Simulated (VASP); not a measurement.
Zn7O:

```xyz
8
Lattice="2.7500 0.0000 0.0000 -1.3750 2.3816 0.0000 0.0000 0.0000 16.2500" Properties=species:S:1:pos:R:3 pbc="T T T"
Zn    1.3750    0.7939   14.9500
Zn    0.0000    1.5877    1.3000
Zn    0.0000    0.0000    3.5750
Zn    0.0000    1.5877    5.8500
Zn    0.0000    0.0000   12.6750
Zn    1.3750    0.7939   10.4000
Zn    0.0000    0.0000    8.1250
O     0.0000    0.0000    0.0000
```

| Item | Value |
| --- | --- |
| Program | VASP 6.6.1 |
| Task | relaxation of cell and atoms |
| Functional | PBE |
| Potentials or basis | VASP PAW PBE potentials, release 64 (Zn, O) |
| Cutoff | 600 eV |
| k mesh | 7 × 7 × 1 |
| Occupations | gaussian, width 0.2 eV |
| Spin | no spin polarisation |

At the start: pressure 9.3 GPa; volume 13.30 Å³/atom.

Problem. How do energy, volume and symmetry change on relaxing?

Solution. Over 14 steps the energy falls by 49.1 meV/atom and the volume is 14.37 Å³/atom (+8.0 %); space group P-3m1 (No. 164, to 0.1 Å) before and after.

Step by step:
| step | energy change (eV) | largest force (eV/Å) | pressure (GPa) | volume (Å³) |
| --- | --- | --- | --- | --- |
| 1 | 0.0000 | 1.6927 | 9.28 | 106.43 |
| 2 | -0.2861 | 0.4431 | -2.82 | 118.74 |
| 3 | -0.3290 | 0.1003 | -0.29 | 115.17 |
| 4 | -0.3289 | 0.1017 | -0.02 | 114.99 |
| 5 | -0.3416 | 0.0853 | -0.03 | 114.97 |
| 6 | -0.3742 | 0.1395 | 0.07 | 114.89 |
| 7 | -0.3559 | 0.3244 | 0.72 | 114.51 |
| 8 | -0.3845 | 0.1579 | 0.43 | 114.72 |
| 9 | -0.3879 | 0.1198 | 0.20 | 114.82 |
| 10 | -0.3890 | 0.0978 | 0.24 | 114.79 |
| 11 | -0.3905 | 0.0957 | 0.01 | 115.46 |
| 12 | -0.3906 | 0.0961 | -0.33 | 115.35 |
| 13 | -0.3907 | 0.0962 | -0.24 | 115.26 |
| 14 | -0.3927 | 0.0648 | 0.08 | 114.95 |

Final structure:
```
Zn O
1.0
     2.88527    0.00000    0.00000
    -1.44263    2.49871    0.00000
     0.00000    0.00000   15.94376
Zn O
7 1
Direct
  0.66667 0.33333 0.91454
  0.33333 0.66667 0.08546
  0.00000 0.00000 0.21895
  0.33333 0.66667 0.35872
  0.00000 0.00000 0.78105
  0.66667 0.33333 0.64128
  0.00000 0.00000 0.50000
  0.00000 0.00000 0.00000
```

Caveat: the k points lie up to 0.39 Å⁻¹ apart in the final cell, too coarse for converged energies and pressures of a metal; the relaxation stopped at a loose force limit of 0.08 eV/Å, so its end isn't a converged minimum.
